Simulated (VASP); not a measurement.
Here is a VASP 6.6.1 calculation.

Contents of INCAR:

```
SYSTEM = Al2SbP
  PREC = Accurate
  ENCUT = 520
  EDIFF = 1E-6
  ISMEAR = 0
  SIGMA = 0.01
  LREAL = .FALSE.
  LASPH = .TRUE.
  NELM = 80
  ALGO = Normal
  ISIF = 2
  LWAVE = .FALSE.
  LCHARG = .TRUE.
  GGA = PE
  LELF = .TRUE.
  LVHAR = .TRUE.
  NBANDS = 16
```

File KPOINTS:

```
regular mesh
0
G
  6 6 4
  0 0 0
```

File POSCAR:

```
Al2SbP
1.0
    4.0552343218      0.0000000000      0.0000000000
    0.0000000000      4.0552343218      0.0000000000
    0.0000000000      0.0000000000      5.7492755118
P Al Sb
1 2 1
Direct
    0.0000000000      0.0000000000      0.0000000000
    0.0000000000      0.5000000000      0.7780084207
    0.5000000000      0.0000000000      0.2219915793
    0.5000000000      0.5000000000      0.5000000000
```

Potentials or basis: VASP PAW PBE potentials, release 64 (P, Al, Sb).

Launch:

```console
$ cat potpaw_PBE.64/P/POTCAR potpaw_PBE.64/Al/POTCAR potpaw_PBE.64/Sb/POTCAR > POTCAR
$ mpirun -np 1 vasp_std > vasp.out
```

(1) What does it give for the pressure?

(2) What does it give for the largest force?

(3) Predict the band gap on the k mesh.

Results:

(1) 4.7 GPa.

(2) 0.144 eV/Å.

(3) 0.59 eV, indirect (least direct gap 0.61 eV).

Caveat: spin-orbit coupling is left out, which moves the levels of the heavy elements.
